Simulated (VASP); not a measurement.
Wanted: the native input for a VASP 6.6.1 run.

* Task: relaxation of cell and atoms
* Functional: PBE
* Potentials or basis: VASP PAW PBE potentials, release 64 (Na_pv, Tl_d, Cl)
* Cutoff: 600 eV
* k mesh: 6 × 6 × 6
* Occupations: gaussian, width 0.02 eV
* Spin: no spin polarisation
* Dipole correction: no
* Further INCAR settings: ALGO = Normal; EDIFF = 1e-07; IBRION = 2; EDIFFG = -0.01; NSW = 100; ISIF = 3

The structure of Na3TlCl4 lies in POSCAR:

```
Na3TlCl4
1.0
   -3.0253192000      3.0253192000      5.8910480000
    3.0253192000     -3.0253192000      5.8910480000
    3.0253192000      3.0253192000     -5.8910480000
Na Tl Cl
3 1 4
Direct
    0.0000000000      0.0000000000      0.0000000000
    0.2500000000      0.7500000000      0.5000000000
    0.7500000000      0.2500000000      0.5000000000
    0.5000000000      0.5000000000      0.0000000000
    0.7688200000      0.7688200000      0.0000000000
    0.2311800000      0.2311800000      0.0000000000
    0.0000000000      0.5000000000      0.5000000000
    0.5000000000      0.0000000000      0.5000000000
```

One way to write it, as run:

INCAR

```
SYSTEM = Na3TlCl4
PREC = Accurate ; ENCUT = 600
EDIFF = 1E-7 ; ISMEAR = 0
SIGMA = 0.02 ; LREAL = .FALSE.
LASPH = .TRUE. ; NELM = 80
ALGO = Normal ; ISIF = 3
LWAVE = .FALSE. ; LCHARG = .FALSE.
GGA = PE ; IBRION = 2
NSW = 100 ; EDIFFG = -0.01
```

KPOINTS

```
Automatic mesh
0
G
  6 6 6
  0 0 0
```

Potentials or basis: VASP PAW PBE potentials, release 64 (Na_pv, Tl_d, Cl).

Run with:

```console
$ cat potpaw_PBE.64/Na_pv/POTCAR potpaw_PBE.64/Tl_d/POTCAR potpaw_PBE.64/Cl/POTCAR > POTCAR
$ mpirun -np 1 vasp_std > vasp.out
```

Results of the run:

```json
{
 "Pressure after relaxing": "0.0 GPa",
 "Band gap on the k mesh": "3.19 eV (least direct gap 3.25 eV)"
}
```

Caveat: spin-orbit coupling is left out, which moves the levels of the heavy elements.

Run time: 8.2 min on 1 thread of Intel Xeon 8259CL, with other jobs on the host, peak memory 0.66 GiB.
